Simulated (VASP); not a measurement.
Write the native input for VASP 6.6.1 that does the following.

* Task: relaxation of cell and atoms
* Functional: PBEsol
* Potentials or basis: VASP PAW PBE potentials, release 64 (Pd)
* Cutoff: 600 eV
* k mesh: 14 × 14 × 14
* Occupations: fermi-dirac, width 0.1 eV
* Spin: no spin polarisation
* Dipole correction: no
* Further INCAR settings: ALGO = Normal; EDIFF = 1e-07; IBRION = 2; EDIFFG = -0.01; NSW = 80; ISIF = 3

The structure of Pd lies in POSCAR:

```
Pd
1.0
    0.0000000000      1.9449000000      1.9449000000
    1.9449000000      0.0000000000      1.9449000000
    1.9449000000      1.9449000000      0.0000000000
Pd
1
Direct
    0.0000000000      0.0000000000      0.0000000000
```

These files were run (other wordings do the same):

INCAR

```
PREC = Accurate
ENCUT = 600
EDIFF = 1E-7
ISMEAR = -1
SIGMA = 0.1
LREAL = F
LASPH = T
NELM = 80
ALGO = Normal
ISIF = 3
LWAVE = F
LCHARG = F
GGA = PS
IBRION = 2
NSW = 80
EDIFFG = -0.01
```

KPOINTS

```
regular mesh
0
Gamma
  14 14 14
```

Potentials or basis: VASP PAW PBE potentials, release 64 (Pd).

The run is started by

```bash
$ cat potpaw_PBE.64/Pd/POTCAR > POTCAR
$ mpirun -np 1 vasp_std > vasp.out
```

It gave:

| Property | Result |
| --- | --- |
| Relaxed volume | 14.56 Å³/atom |
| Relaxed cell | a = 2.741 Å, b = 2.741 Å, c = 2.741 Å, α = 60.00°, β = 60.00°, γ = 60.00° |
| Space group after relaxing (to 0.05 Å) | Fm-3m (No. 225) |
| Energy gained by relaxing | 1.0 meV/atom |
| Ionic steps | 3 |
| Pressure after relaxing | 0.0 GPa |
| Band gap on the k mesh | zero (band 5 reaches 10.14 eV, above the bottom of band 6 at 8.51 eV) |

Caveat: the PAW data sets were made with another functional, which shifts forces and pressure a little.

Wall time 28 s on 1 thread of Intel(R) Xeon(R) Platinum 8259CL CPU @ 2.50GHz (Skylake/Cascade Lake), on a shared host, peak memory 0.15 GiB.
